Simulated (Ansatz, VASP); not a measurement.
## P: VASP beside Ansatz

Contents of POSCAR:

```
P
1.0
    4.1392881578      0.0000000000      0.0000000000
    0.0000000000      4.1392881578      0.0000000000
    0.0000000000      0.0000000000      4.6652065926
P
1
Direct
    0.0000000000      0.0000000000      0.0000000000
```

The input INCAR.step1:

```
SYSTEM = P
PREC     = Accurate       ! precision mode
ENCUT    = 520            ! plane-wave cutoff, eV
ISMEAR   = 0              ! smearing method
SIGMA    = 0.15           ! smearing width, eV
LREAL    = .FALSE.        ! projectors in reciprocal space
LASPH    = .TRUE.         ! aspherical terms in the spheres
NELM     = 80             ! most SCF steps
NBANDS   = 8              ! bands
GGA      = PE             ! functional
ALGO     = Normal         ! electronic algorithm
EDIFF    = 1E-4           ! SCF threshold, eV
LWAVE    = .TRUE.         ! write WAVECAR
LCHARG   = .FALSE.        ! write CHGCAR
```

INCAR.step2

```
SYSTEM = P
PREC     = Accurate       ! precision mode
ENCUT    = 520            ! plane-wave cutoff, eV
EDIFF    = 1E-6           ! SCF threshold, eV
ISMEAR   = 0              ! smearing method
SIGMA    = 0.15           ! smearing width, eV
LREAL    = .FALSE.        ! projectors in reciprocal space
LASPH    = .TRUE.         ! aspherical terms in the spheres
NELM     = 80             ! most SCF steps
ALGO     = Normal         ! electronic algorithm
ISIF     = 2              ! what is computed and relaxed
LWAVE    = .FALSE.        ! write WAVECAR
LCHARG   = .FALSE.        ! write CHGCAR
METAGGA  = R2SCAN         ! meta-GGA
LMIXTAU  = .TRUE.       
NBANDS   = 8              ! bands
ISTART   = 1
```

Contents of KPOINTS:

```
regular mesh
0
G
  12 12 12
  0 0 0
```

Input for Ansatz:

```yaml
crystal:
  lattice:
    - [4.1392881578, 0.0, 0.0]
    - [0.0, 4.1392881578, 0.0]
    - [0.0, 0.0, 4.6652065926]
  atoms:
    - { symbol: P, position: [0.0, 0.0, 0.0] }
basis:
  ecutwfc: 500
kpoints:
  mp_grid: { grid: [12, 12, 12] }
hamiltonian:
  xc: r2scan
scf:
  occupations: { method: gaussian, width: 0.15 }
output:
  forces: true
  stress: true
  eigenvalues: true
```

Alike in both runs: task single point; functional r2SCAN; k mesh 12 × 12 × 12; occupations gaussian, width 0.15 eV; no spin polarisation.

```csv
,VASP,Ansatz
version,VASP 6.6.1,Ansatz 0.2.0
potentials or method,"VASP PAW PBE potentials, release 64 (P), cutoff 520 eV","scalar-relativistic, plane waves, PAW"
valence electrons in the cell,5,5
```

```csv
,VASP,Ansatz,Ansatz less VASP
gap on the k mesh at the Fermi level (eV),none,none,-
pressure (GPa),-4.0,-4.0,0.00
"traceless stress, the component that is largest in VASP (GPa)",1.38,1.38,+0.001
```

VASP's potentials were made for PBE, not for r2SCAN. A gap of «none» marks a metal or a gap that the smearing closes. The functional is the same, so the differences come from potentials, cutoffs and numerics.
